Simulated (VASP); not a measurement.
# SnSe (Fm-3m) in VASP: single point with PBE

Aim: the single point of SnSe with PBE.

All numbers are computed with VASP 6.6.1; they aren't measurements. Logs are shortened: lines on timing, memory, paths and dates and some standing lists are left out, and cuts for length are marked.

## Step 1: The cell of the first run

Symmetry: Fm-3m, No. 225, cubic system. The conventional cell has a = 6.062 Å, b = 6.062 Å, c = 6.062 Å, α = 90.00°, β = 90.00°, γ = 90.00°. Within 4.0 Å of Sn (site symmetry m-3m) lie 6 Se at 3.03 Å. Within 4.0 Å of Se (site symmetry m-3m) lie 6 Sn at 3.03 Å.

## Step 2: Single point, PBE

File INCAR:

```
ALGO     = Normal         # electronic algorithm
EDIFF    = 1E-6           # SCF threshold, eV
ENCUT    = 520            # plane-wave cutoff, eV
GGA      = PE             # functional
ISIF     = 2              # what is computed and relaxed
ISMEAR   = 0              # smearing method
LASPH    = T              # aspherical terms in the spheres
LCHARG   = F              # write CHGCAR
LREAL    = Auto         
LWAVE    = F              # write WAVECAR
NBANDS   = 182            # bands
NELM     = 100            # most SCF steps
PREC     = Accurate       # precision mode
SIGMA    = 0.02           # smearing width, eV
```

File KPOINTS:

```
Automatic mesh
0
Gamma
  2 2 2
  0.5 0.5 0.5
```

File POSCAR:

```
SnSe
1.0
   -6.0615971581      6.0615971581     -6.0615971581
    6.0615971581     -6.0615971581     -6.0615971581
   -6.0615971581     -6.0615971581      6.0615971581
Sn Se
16 16
Direct
    0.5000000000      0.2500000000      0.2500000000
    0.2500000000      0.2500000000      0.5000000000
    0.0000000000      0.2500000000      0.7500000000
    0.7500000000      0.0000000000      0.2500000000
    0.7500000000      0.2500000000      0.0000000000
    0.5000000000      0.0000000000      0.5000000000
    0.2500000000      0.0000000000      0.7500000000
    0.0000000000      0.7500000000      0.2500000000
    1.0000000000      1.0000000000      1.0000000000
    0.7500000000      0.7500000000      0.5000000000
    0.5000000000      0.7500000000      0.7500000000
    0.2500000000      0.5000000000      0.2500000000
    0.2500000000      0.7500000000      0.0000000000
    0.0000000000      0.5000000000      0.5000000000
    0.7500000000      0.5000000000      0.7500000000
    0.5000000000      0.5000000000      0.0000000000
    0.7500000000      0.2500000000      0.5000000000
    0.5000000000      0.2500000000      0.7500000000
    0.2500000000      0.2500000000      0.0000000000
    0.0000000000      0.0000000000      0.5000000000
    0.0000000000      0.2500000000      0.2500000000
    0.7500000000      0.0000000000      0.7500000000
    0.5000000000      0.0000000000      0.0000000000
    0.2500000000      0.7500000000      0.5000000000
    0.2500000000      0.0000000000      0.2500000000
    0.0000000000      0.7500000000      0.7500000000
    0.7500000000      0.7500000000      0.0000000000
    0.5000000000      0.5000000000      0.5000000000
    0.5000000000      0.7500000000      0.2500000000
    0.2500000000      0.5000000000      0.7500000000
    0.0000000000      0.5000000000      0.0000000000
    0.7500000000      0.5000000000      0.2500000000
```

Potentials or basis: VASP PAW PBE potentials, release 64 (Sn_d, Se).

Command:

```
$ cat potpaw_PBE.64/Sn_d/POTCAR potpaw_PBE.64/Se/POTCAR > POTCAR
$ mpirun -np 1 vasp_std > vasp.out
```

OUTCAR:

```text
EDIFF = 1E-6
   ENCUT = 520
   GGA = PE
   ISIF = 2
   ISMEAR = 0
   LASPH = T
   LREAL = Auto
   NELM = 100
   PREC = Accurate

 ion  position               nearest neighbor table
   1  0.500  0.250  0.250-  17 3.03  19 3.03  23 3.03  25 3.03  28 3.03  32 3.03
   2  0.250  0.250  0.500-  18 3.03  20 3.03  21 3.03  25 3.03  28 3.03  30 3.03
   3  0.000  0.250  0.750-  17 3.03  19 3.03  20 3.03  22 3.03  30 3.03  31 3.03
   4  0.750  0.000  0.250-  17 3.03  20 3.03  21 3.03  23 3.03  27 3.03  29 3.03
   5  0.750  0.250  0.000-  18 3.03  21 3.03  22 3.03  23 3.03  31 3.03  32 3.03
   6  0.500  0.000  0.500-  17 3.03  18 3.03  22 3.03  24 3.03  25 3.03  29 3.03
[... 24 lines left out ...]
  31  0.000  0.500  0.000-   3 3.03   5 3.03   8 3.03  12 3.03  13 3.03  15 3.03
  32  0.750  0.500  0.250-   1 3.03   5 3.03   8 3.03  10 3.03  14 3.03  16 3.03

  LATTYP: Found a body centered cubic cell.
 ALAT       =    12.1231943162

  Lattice vectors:

 A1 = (  -6.0615971581,   6.0615971581,  -6.0615971581)
 A2 = (   6.0615971581,  -6.0615971581,  -6.0615971581)
 A3 = (  -6.0615971581,  -6.0615971581,   6.0615971581)

Analysis of symmetry for initial positions (statically):
=====================================================================
 Subroutine PRICEL returns following result:

  LATTYP: Found a face centered cubic cell.
 ALAT       =     6.0615971581

  Lattice vectors:

 A1 = (   3.0307985791,  -3.0307985791,   0.0000000000)
 A2 = (   3.0307985791,  -0.0000000000,   3.0307985791)
 A3 = (   0.0000000000,  -3.0307985791,   3.0307985791)

  16 primitive cells build up your supercell.

 Routine SETGRP: Setting up the symmetry group for a
 body centered cubic supercell.

 Subroutine GETGRP returns: Found 48 space group operations
 (whereof 48 operations were pure point group operations)
 out of a pool of 48 trial point group operations.

The static configuration has the point symmetry O_h .

Analysis of symmetry for dynamics (positions and initial velocities):
=====================================================================
 Subroutine PRICEL returns following result:

  LATTYP: Found a face centered cubic cell.
 ALAT       =     6.0615971581

  Lattice vectors:

 A1 = (   3.0307985791,  -3.0307985791,   0.0000000000)
 A2 = (   3.0307985791,  -0.0000000000,   3.0307985791)
 A3 = (   0.0000000000,  -3.0307985791,   3.0307985791)

  16 primitive cells build up your supercell.

[... 95 lines left out ...]
   NELECT =     320.0000    total number of electrons
   NUPDOWN=      -1.0000    fix difference up-down
   EMIN   =  10.00;   EMAX   =-10.00  energy-range for DOS
   EFERMI =   0.00;   METHOD = LEGACY
   ISMEAR =     0;   SIGMA  =   0.02  broadening in eV -4-tet -1-fermi 0-gaus
   EFERMI_NEDOS =   21; number of points for ismear=-14 and -15
   IALGO  =     38    algorithm
   IMIX   =      4    mixing-type and parameters
     AMIX     =   0.40;   BMIX     =  1.00
     AMIX_MAG =   1.60;   BMIX_MAG =  1.00
  volume/ion in A,a.u.               =      27.84       187.87
  Fermi-wavevector in a.u.,A,eV,Ry     =   1.163727  2.199125 18.425831  1.354260
  Thomas-Fermi vector in A             =   2.300273
   LORBIT       =      0    0 simple, 1 ext, 2 COOP (PROOUT), +10 PAW based schemes
   GGA     = PE    functional components
   LHFCALC =     F    Hartree Fock is set to
   AEXX    =    0.0000 exact exchange contribution
   IVDW    =     0    specifies the selected vdW correction
   LEPSILON=     F    determine dielectric tensor
   LRPA    =     F    only Hartree local field effects (RPA)
 non-spin polarized calculation
 Gauss-broadening in eV      SIGMA  =   0.02
  energy-cutoff  :      520.00
  volume of cell :      890.88
 maximum number of plane-waves:     24003
 NGX is ok and might be reduce to    80
   NGX = 39   NGY = 39   NGZ = 39

 number of electron     320.0000120 magnetization

 Free energy of the ion-electron system (eV)
  ---------------------------------------------------
  ext. energy  EPLUGINS =         0.00000000
  ---------------------------------------------------
  free energy    TOTEN  =      -131.13378538 eV

  energy without entropy =     -131.13378538  energy(sigma->0) =     -131.13378538

 E-fermi :   5.1786     XC(G=0):  -9.5023

 val. band max:        5.0397585626   @ k =  -0.2500   0.2500   0.2500
 cond. band min:       6.0296496310   @ k =  -0.2500   0.2500   0.2500
 fundamental gap:      0.9898910684
 Fermi energy:         5.1786372799

 k-point     1 :       0.2500    0.2500    0.2500
  band No.  band energies     occupation
      1     -16.2434      2.00000
      2     -16.2434      2.00000
      3     -16.2434      2.00000
      4     -16.2434      2.00000
      5     -16.2434      2.00000
      6     -16.2434      2.00000
[... 164 lines left out ...]
    171       7.7914      0.00000
    172       7.7914      0.00000

 k-point     2 :      -0.2500    0.2500    0.2500
  band No.  band energies     occupation
      1     -16.2497      2.00000
      2     -16.2497      2.00000
      3     -16.2485      2.00000
      4     -16.2423      2.00000
      5     -16.2423      2.00000
      6     -16.2423      2.00000
[... 164 lines left out ...]
    171       6.8569      0.00000
    172       6.8569      0.00000
 [bands above 172 left out]

------------------------ aborting loop because EDIFF is reached ----------------------------------------

  FORCE on cell =-STRESS in cart. coord.  units (eV):
  Direction    XX          YY          ZZ          XY          YZ          ZX
  --------------------------------------------------------------------------------------
  -------------------------------------------------------------------------------------
  Total       -0.5551769     -0.5551769     -0.5551769      0.0000000     -0.0000000     -0.0000000
  in kB       -0.9984372     -0.9984372     -0.9984372      0.0000000     -0.0000000     -0.0000000
  external PRESSURE =      -0.9984372 kB  Pullay stress =       0.0000000 kB

 VOLUME and BASIS-vectors are now :
 -----------------------------------------------------------------------------
  energy-cutoff  :      520.00
  volume of cell :      890.88
      direct lattice vectors                 reciprocal lattice vectors
    -6.061597158  6.061597158 -6.061597158    -0.082486511  0.000000000 -0.082486511
     6.061597158 -6.061597158 -6.061597158     0.000000000 -0.082486511 -0.082486511
    -6.061597158 -6.061597158  6.061597158    -0.082486511 -0.082486511  0.000000000

 POSITION                                       TOTAL-FORCE (eV/Angst)
 -----------------------------------------------------------------------------------
     -3.03080      0.00000     -3.03080         0.000000     -0.000000     -0.000000
     -3.03080     -3.03080      0.00000         0.000000      0.000000     -0.000000
     -3.03080     -6.06160      3.03080         0.000000      0.000000     -0.000000
     -6.06160      3.03080     -3.03080        -0.000000      0.000000      0.000000
     -3.03080      3.03080     -6.06160        -0.000000     -0.000000      0.000000
     -6.06160      0.00000      0.00000         0.000000      0.000000     -0.000000
[... 24 lines left out ...]
      3.03080     -3.03080     -3.03080         0.000000     -0.000000     -0.000000
     -3.03080      0.00000     -6.06160         0.000000     -0.000000      0.000000
 -----------------------------------------------------------------------------------
    total drift:                                0.000000      0.000000     -0.000000

  FREE ENERGIE OF THE ION-ELECTRON SYSTEM (eV)
  ---------------------------------------------------
  free  energy   TOTEN  =      -131.1337853841 eV

  energy  without entropy=     -131.1337853841  energy(sigma->0) =     -131.13378538
```

stdout:

```text
POSCAR found type information on POSCAR SnSe
 POSCAR found :  2 types and      32 ions
 scaLAPACK will be used
 LDA part: xc-table for (Slater+PW92), standard interpolation
 POSCAR, INCAR and KPOINTS ok, starting setup
 FFT: planning ... GRIDC
 FFT: planning ... GRID_SOFT
 FFT: planning ... GRID
 WAVECAR not read
 entering main loop
```

It took 6.8 min on 1 thread of Intel Xeon 6975P-C (Granite Rapids), shared host; peak memory 1 GiB.

What came out:

```yaml
Free_energy: -131.1338 eV
Pressure: -0.1 GPa
Band_gap_on_the_k_mesh: 0.99 eV
```

Levels at points of the mesh, in eV from the valence-band top:
| k point | band 157 | band 158 | band 159 | band 160 | band 161 | band 162 | band 163 | band 164 |
| --- | --- | --- | --- | --- | --- | --- | --- | --- |
| (0.25, 0.25, 0.25) | -0.67 | -0.67 | -0.67 | -0.67 | 2.44 | 2.44 | 2.44 | 2.44 |

Caveat: spin-orbit coupling is left out, which moves the levels of the heavy elements; a shifted mesh leaves out Γ, where band edges can lie. A k mesh can miss the band edges.
